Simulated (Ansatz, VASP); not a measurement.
## K in VASP and in Ansatz

```xyz
1
Lattice="-1.3853 2.7705 2.7705 2.7705 -1.3853 2.7705 2.7705 2.7705 -1.3853" Properties=species:S:1:pos:R:3 pbc="T T T"
K     0.0000    0.0000    0.0000
```

Alike in both runs: task single point; functional PBE; k mesh 14 × 14 × 14; occupations gaussian, width 0.15 eV; no spin polarisation.

|  | VASP | Ansatz |
| --- | --- | --- |
| version | VASP 6.6.1 | Ansatz 0.2.0 |
| potentials or method | VASP PAW PBE potentials, release 64 (K_sv), cutoff 520 eV | scalar-relativistic, plane waves, PAW |
| valence electrons in the cell | 9 | 9 |

```tsv
	VASP	Ansatz	Ansatz less VASP
gap on the k mesh at the Fermi level (eV)	none	none	-
pressure (GPa)	0.3	0.3	+0.01
```

A gap of «none» marks a metal or a gap that the smearing closes. With one functional, cell and mesh, what is left measures potentials, basis and numerics.
